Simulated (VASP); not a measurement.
# Si2Ni (Fm-3m) in VASP: further runs

Si2Ni is run at these levels: PBE; tasks: single point.

All numbers are computed with VASP 6.6.1; they aren't measurements. Logs are shortened: lines on timing, memory, paths and dates and some standing lists are left out, and cuts for length are marked.

### Step 1. The cell of the first run

Symmetry: Fm-3m, No. 225, cubic system. The conventional cell has a = 5.219 Å, b = 5.219 Å, c = 5.219 Å, α = 90.00°, β = 90.00°, γ = 90.00°. Within 3.0 Å of Si (site symmetry -43m) lie 4 Ni at 2.26 Å and 6 Si at 2.61 Å. Ni (site symmetry m-3m) has 8 Si at 2.26 Å within 3.0 Å.

### Step 2. Single point, PBE, collinear spin, ferromagnetic start

Contents of INCAR:

```
ALGO     = Normal         # electronic algorithm
EDIFF    = 1E-7           # SCF threshold, eV
ENCUT    = 520            # plane-wave cutoff, eV
GGA      = PE             # functional
ISIF     = 2              # what is computed and relaxed
ISMEAR   = 0              # smearing method
ISPIN    = 2              # spin polarisation
LASPH    = True           # aspherical terms in the spheres
LCHARG   = False          # write CHGCAR
LMAXMIX  = 4              # l up to which the mixer works
LORBIT   = 11             # projections on sites
LREAL    = False          # projectors in reciprocal space
LWAVE    = False          # write WAVECAR
MAGMOM   = 0 0 0.875      # initial moments
NBANDS   = 20             # bands
NELM     = 150            # most SCF steps
NUPDOWN  = 0.875          # fixed moment
PREC     = Accurate       # precision mode
SIGMA    = 0.15           # smearing width, eV
```

Contents of KPOINTS:

```
k-points
0
Gamma
  14 14 14
```

Contents of POSCAR:

```
Si2Ni
1.0
    0.0000000000      2.6095555680      2.6095555680
    2.6095555680      0.0000000000      2.6095555680
    2.6095555680      2.6095555680      0.0000000000
Si Ni
2 1
Direct
    0.2500000000      0.2500000000      0.2500000000
    0.7500000000      0.7500000000      0.7500000000
    0.0000000000      0.0000000000      0.0000000000
```

Potentials or basis: VASP PAW PBE potentials, release 64 (Si, Ni).

Command:

```bash
cat potpaw_PBE.64/Si/POTCAR potpaw_PBE.64/Ni/POTCAR > POTCAR
mpirun -np 1 vasp_std > vasp.out
```

OUTCAR:

```text
EDIFF = 1E-7
   ENCUT = 520
   GGA = PE
   ISIF = 2
   ISMEAR = 0
   ISPIN = 2
   LASPH = True
   LORBIT = 11
   LREAL = False
   NELM = 150
   NUPDOWN = 0.875
   PREC = Accurate

 ion  position               nearest neighbor table
   1  0.250  0.250  0.250-   3 2.26   3 2.26   3 2.26   3 2.26   2 2.61   2 2.61   2 2.61   2 2.61
                             2 2.61   2 2.61
   2  0.750  0.750  0.750-   3 2.26   3 2.26   3 2.26   3 2.26   1 2.61   1 2.61   1 2.61   1 2.61
                             1 2.61   1 2.61
   3  0.000  0.000  0.000-   2 2.26   2 2.26   2 2.26   1 2.26   2 2.26   1 2.26   1 2.26   1 2.26

  LATTYP: Found a face centered cubic cell.
 ALAT       =     5.2191111360

  Lattice vectors:

 A1 = (   0.0000000000,   2.6095555680,   2.6095555680)
 A2 = (   2.6095555680,   0.0000000000,   2.6095555680)
 A3 = (   2.6095555680,   2.6095555680,   0.0000000000)

Analysis of symmetry for initial positions (statically):
=====================================================================
 Subroutine PRICEL returns:
 Original cell was already a primitive cell.

 Routine SETGRP: Setting up the symmetry group for a
 face centered cubic supercell.

 Subroutine GETGRP returns: Found 48 space group operations
 (whereof 48 operations were pure point group operations)
 out of a pool of 48 trial point group operations.

The static configuration has the point symmetry O_h .

Analysis of symmetry for dynamics (positions and initial velocities):
=====================================================================
 Subroutine PRICEL returns:
 Original cell was already a primitive cell.

 Routine SETGRP: Setting up the symmetry group for a
 face centered cubic supercell.

 Subroutine GETGRP returns: Found 48 space group operations
 (whereof 48 operations were pure point group operations)
 out of a pool of 48 trial point group operations.

The dynamic configuration has the point symmetry O_h .

Analysis of structural, dynamic, and magnetic symmetry:
=====================================================================
 Subroutine PRICEL returns:
 Original cell was already a primitive cell.

 Routine SETGRP: Setting up the symmetry group for a
 face centered cubic supercell.

 Subroutine GETGRP returns: Found 48 space group operations
 (whereof 48 operations were pure point group operations)
 out of a pool of 48 trial point group operations.

The overall configuration has the point symmetry O_h .

 Subroutine INISYM returns: Found 48 space group operations
 (whereof 48 operations are pure point group operations),
 and found     1 'primitive' translations

----------------------------------------------------------------------------------------

                                     Primitive cell

  volume of cell :      35.5410

  direct lattice vectors                    reciprocal lattice vectors
     0.000000000  2.609555568  2.609555568    -0.191603508  0.191603508  0.191603508
     2.609555568  0.000000000  2.609555568     0.191603508 -0.191603508  0.191603508
     2.609555568  2.609555568  0.000000000     0.191603508  0.191603508 -0.191603508

  length of vectors
     3.690468876  3.690468876  3.690468876     0.331867010  0.331867010  0.331867010

  position of ions in fractional coordinates (direct lattice)
     0.250000000  0.250000000  0.250000000
     0.750000000  0.750000000  0.750000000
     0.000000000  0.000000000  0.000000000

  ion indices of the primitive-cell ions
   primitive index   ion index
                 1           1
                 2           2
                 3           3

----------------------------------------------------------------------------------------

 KPOINTS: k-points

Automatic generation of k-mesh.
 Grid dimensions read from file:
 generate k-points for:   14   14   14

 Generating k-lattice:

  Cartesian coordinates                     Fractional coordinates (reciprocal lattice)
    -0.013685965  0.013685965  0.013685965     0.071428571  0.000000000  0.000000000
     0.013685965 -0.013685965  0.013685965     0.000000000  0.071428571  0.000000000
     0.013685965  0.013685965 -0.013685965     0.000000000  0.000000000  0.071428571

  Length of vectors
     0.023704786  0.023704786  0.023704786

  Shift w.r.t. Gamma in fractional coordinates (k-lattice)
     0.000000000  0.000000000  0.000000000

 Subroutine IBZKPT returns following result:
 ===========================================

 Found    104 irreducible k-points:

 Following reciprocal coordinates:
            Coordinates               Weight
  0.000000  0.000000  0.000000      1.000000
  0.071429  0.000000  0.000000      8.000000
  0.142857  0.000000  0.000000      8.000000
  0.214286  0.000000  0.000000      8.000000
  0.285714  0.000000  0.000000      8.000000
  0.357143  0.000000  0.000000      8.000000
[... 16 lines left out ...]
  0.214286  0.142857  0.000000     24.000000
  0.285714  0.142857  0.000000     24.000000
 [... further k-points ...]
   k-points           NKPTS =    104   k-points in BZ     NKDIM =    104   number of bands    NBANDS=     20
   number of dos      NEDOS =    301   number of ions     NIONS =      3
   total plane-waves  NPLWV =  21952
   dimension x,y,z NGX =    28 NGY =   28 NGZ =   28
   dimension x,y,z NGXF=    56 NGYF=   56 NGZF=   56
   ions per type =               2   1
   NGX,Y,Z   is equivalent  to a cutoff of  12.61, 12.61, 12.61 a.u.
   NGXF,Y,Z  is equivalent  to a cutoff of  25.23, 25.23, 25.23 a.u.
 SYSTEM =  unknown system
   PREC   = accura    normal or accurate (medium, high low for compatibility)
   ISTART =      0    job   : 0-new  1-cont  2-samecut
   ICHARG =      2    charge: 1-file 2-atom 10-const
   ISPIN  =      2    spin polarized calculation?
   LNONCOLLINEAR =      F non collinear calculations
   LSORBIT =      F    spin-orbit coupling
   LASPH  =      T    aspherical Exc in radial PAW
   ENCUT  =  520.0 eV  38.22 Ry    6.18 a.u.   6.86  6.86  6.86*2*pi/ulx,y,z
   NELM   =    150;   NELMIN=  2; NELMDL= -5     # of ELM steps
   EDIFF  = 0.1E-06   stopping-criterion for ELM
   LREAL  =      F    real-space projection
   EDIFFG = 0.1E-05   stopping-criterion for IOM
   NSW    =      0    number of steps for IOM
   IBRION =     -1    ionic relax: 0-MD 1-quasi-New 2-CG
   NFREE  =      0    steps in history (QN), initial steepest desc. (CG)
   ISIF   =      2    stress and relaxation
   ISYM   =      2    0-nonsym 1-usesym 2-fastsym
   POTIM  = 0.5000    time-step for ionic-motion
   TEBEG  =    0.0;   TEEND  =   0.0 temperature during run
   PSTRESS=    0.0 pullay stress
   NELECT =      18.0000    total number of electrons
   NUPDOWN=       0.8750    fix difference up-down
   EMIN   =  10.00;   EMAX   =-10.00  energy-range for DOS
   EFERMI =   0.00;   METHOD = LEGACY
   ISMEAR =     0;   SIGMA  =   0.15  broadening in eV -4-tet -1-fermi 0-gaus
   EFERMI_NEDOS =   21; number of points for ismear=-14 and -15
   IALGO  =     38    algorithm
   IMIX   =      4    mixing-type and parameters
     AMIX     =   0.40;   BMIX     =  1.00
     AMIX_MAG =   1.60;   BMIX_MAG =  1.00
  volume/ion in A,a.u.               =      11.85        79.95
  Fermi-wavevector in a.u.,A,eV,Ry     =   1.304936  2.465971 23.168779  1.702857
  Thomas-Fermi vector in A             =   2.435838
   LORBIT       =     11    0 simple, 1 ext, 2 COOP (PROOUT), +10 PAW based schemes
   GGA     = PE    functional components
   LHFCALC =     F    Hartree Fock is set to
   AEXX    =    0.0000 exact exchange contribution
   IVDW    =     0    specifies the selected vdW correction
   LEPSILON=     F    determine dielectric tensor
   LRPA    =     F    only Hartree local field effects (RPA)
 spin polarized calculation
 Gauss-broadening in eV      SIGMA  =   0.15
  energy-cutoff  :      520.00
  volume of cell :       35.54
 maximum number of plane-waves:       982
   NGX = 13   NGY = 13   NGZ = 13

 number of electron      18.0000006 magnetization       0.8750000

 Free energy of the ion-electron system (eV)
  ---------------------------------------------------
  ext. energy  EPLUGINS =         0.00000000
  ---------------------------------------------------
  free energy    TOTEN  =       -16.55910085 eV

  energy without entropy =      -16.54732607  energy(sigma->0) =      -16.55321346

 E-fermi :  10.6727     XC(G=0): -12.0852

 val. band max:       12.8156249477   @ k =  -0.3571   0.2857   0.0714
 cond. band min:      10.7245555987   @ k =  -0.3571   0.1429   0.0000
 fundamental gap:     -2.0910693490
 Fermi energy:        12.8336186131

 spin component 1

 k-point     1 :       0.0000    0.0000    0.0000
  band No.  band energies     occupation
      1      -2.9415      1.00000
      2       5.9816      1.00000
      3       5.9816      1.00000
      4       5.9816      1.00000
      5       7.8148      1.00000
      6       7.8148      1.00000
[... 12 lines left out ...]
     19      21.3832      0.00000
[... 513 lines left out ...]
      4       6.2117      1.00000
      5       7.2416      1.00000
      6       7.9724      1.00000
[... 12 lines left out ...]
     19      25.8371      0.00000
     20      28.1466      0.00000

 [... further k-points ...]

 spin component 2

 k-point     1 :       0.0000    0.0000    0.0000
  band No.  band energies     occupation
      1      -2.6848      1.00000
      2       6.3228      1.00000
      3       6.3228      1.00000
      4       6.3228      1.00000
      5       8.0940      1.00000
      6       8.0940      1.00000
[... 12 lines left out ...]
     19      21.6817      0.00000
[... 513 lines left out ...]
      4       6.5467      1.00000
      5       7.5189      1.00000
      6       8.2587      1.00000
[... 12 lines left out ...]
     19      26.1202      0.00000
     20      28.4365      0.00000

 [... further k-points ...]

------------------------ aborting loop because EDIFF is reached ----------------------------------------

  FORCE on cell =-STRESS in cart. coord.  units (eV):
  Direction    XX          YY          ZZ          XY          YZ          ZX
  --------------------------------------------------------------------------------------
  -------------------------------------------------------------------------------------
  Total        6.3984048      6.3984048      6.3984048      0.0000000      0.0000000      0.0000000
  in kB      288.4381189    288.4381189    288.4381189      0.0000000      0.0000000      0.0000000
  external PRESSURE =     288.4381189 kB  Pullay stress =       0.0000000 kB

 VOLUME and BASIS-vectors are now :
 -----------------------------------------------------------------------------
  energy-cutoff  :      520.00
  volume of cell :       35.54
      direct lattice vectors                 reciprocal lattice vectors
     0.000000000  2.609555568  2.609555568    -0.191603508  0.191603508  0.191603508
     2.609555568  0.000000000  2.609555568     0.191603508 -0.191603508  0.191603508
     2.609555568  2.609555568  0.000000000     0.191603508  0.191603508 -0.191603508

 POSITION                                       TOTAL-FORCE (eV/Angst)
 -----------------------------------------------------------------------------------
      1.30478      1.30478      1.30478         0.000000      0.000000      0.000000
      3.91433      3.91433      3.91433        -0.000000     -0.000000     -0.000000
      0.00000      0.00000      0.00000        -0.000000      0.000000     -0.000000
 -----------------------------------------------------------------------------------
    total drift:                               -0.000000     -0.000000      0.000000

  FREE ENERGIE OF THE ION-ELECTRON SYSTEM (eV)
  ---------------------------------------------------
  free  energy   TOTEN  =       -16.5591008540 eV

  energy  without entropy=      -16.5473260716  energy(sigma->0) =      -16.55321346

 total charge

# of ion       s       p       d       tot
------------------------------------------
    1        0.749   0.911   0.000   1.660
    2        0.749   0.911   0.000   1.660
    3        0.621   0.924   8.542  10.086
--------------------------------------------------
tot          2.119   2.746   8.542  13.407

 magnetization (x)

# of ion       s       p       d       tot
------------------------------------------
    1        0.055   0.057   0.000   0.112
    2        0.055   0.057   0.000   0.112
    3        0.005   0.069   0.324   0.399
--------------------------------------------------
tot          0.115   0.183   0.324   0.622
```

Run time: 2 min. Hardware: 1 thread of Intel Xeon Platinum 8259CL at 2.50GHz (Skylake/Cascade Lake), shared host; peak memory 0.25 GiB.

Results:

| Quantity | Value |
| --- | --- |
| Free energy | -16.5591 eV |
| Pressure | 28.8 GPa |
| Net moment | 0.88 μB per cell |
| Site moments | Si +0.11; Ni +0.40 μB |
| Valence electrons inside the program's atomic spheres | Si 1.66; Ni 10.09 |

Caveat: the total moment is fixed, so each spin has its own Fermi level.

### Step 3. Single point, PBE, collinear spin, ferromagnetic start

Contents of INCAR:

```
SYSTEM = Si2Ni
ALGO = Normal ; EDIFF = 1E-6
ENCUT = 520 ; GGA = PE
ISIF = 2 ; ISMEAR = 0
ISPIN = 2 ; LASPH = .TRUE.
LCHARG = .FALSE. ; LMAXMIX = 4
LORBIT = 11 ; LREAL = .FALSE.
LWAVE = .FALSE. ; MAGMOM = 0 0 0.125
NBANDS = 20 ; NELM = 150
NUPDOWN = 0.125 ; PREC = Accurate
SIGMA = 0.15
```

Contents of KPOINTS:

```
k-points
0
G
  14 14 14
  0 0 0
```

POSCAR is that of step 2.

Potentials or basis: VASP PAW PBE potentials, release 64 (Si, Ni).

Command:

```bash
cat potpaw_PBE.64/Si/POTCAR potpaw_PBE.64/Ni/POTCAR > POTCAR
mpirun -np 1 vasp_std > vasp.out
```

Run time: 1.7 min. Hardware: 1 thread of Intel Xeon Platinum 8259CL at 2.50GHz (Skylake/Cascade Lake), shared host; peak memory 0.25 GiB.

It converged, with:

* Free energy: -17.0377 eV
* Pressure: 24.9 GPa
* Net moment: 0.12 μB per cell
* Site moments: Si +0.02; Ni +0.07 μB
* Valence electrons inside the program's atomic spheres: Si 1.65; Ni 10.11

Caveat: the total moment is fixed, so each spin has its own Fermi level.

### Step 4. Single point, PBE, collinear spin, ferromagnetic start

Contents of INCAR:

```
SYSTEM = Si2Ni
PREC = Accurate ; ENCUT = 520
EDIFF = 1E-7 ; ISMEAR = 0
SIGMA = 0.15 ; LREAL = .False.
LASPH = .True. ; NELM = 150
ALGO = Normal ; ISIF = 2
LWAVE = .False. ; LCHARG = .False.
ISPIN = 2 ; MAGMOM = 0 0 0.625
LORBIT = 11 ; NUPDOWN = 0.625
LMAXMIX = 4 ; GGA = PE
NBANDS = 20
```

Contents of KPOINTS:

```
Automatic mesh
0
Gamma
  14 14 14
  0 0 0
```

POSCAR is that of step 3.

Command:

```bash
cat potpaw_PBE.64/Si/POTCAR potpaw_PBE.64/Ni/POTCAR > POTCAR
mpirun -np 1 vasp_std > vasp.out
```

It took 3.3 min on 1 thread of Intel Xeon Platinum 8259CL at 2.50GHz (Skylake/Cascade Lake), shared host; peak memory 0.25 GiB.

Results (log left out):

| Property | Result |
| --- | --- |
| Free energy | -16.7985 eV |
| Pressure | 27.1 GPa |
| Net moment | 0.62 μB per cell |
| Site moments | Si +0.08; Ni +0.29 μB |
| Valence electrons inside the program's atomic spheres | Si 1.66; Ni 10.09 |

Caveat: the total moment is fixed, so each spin has its own Fermi level.

[end of part 1 of 2]
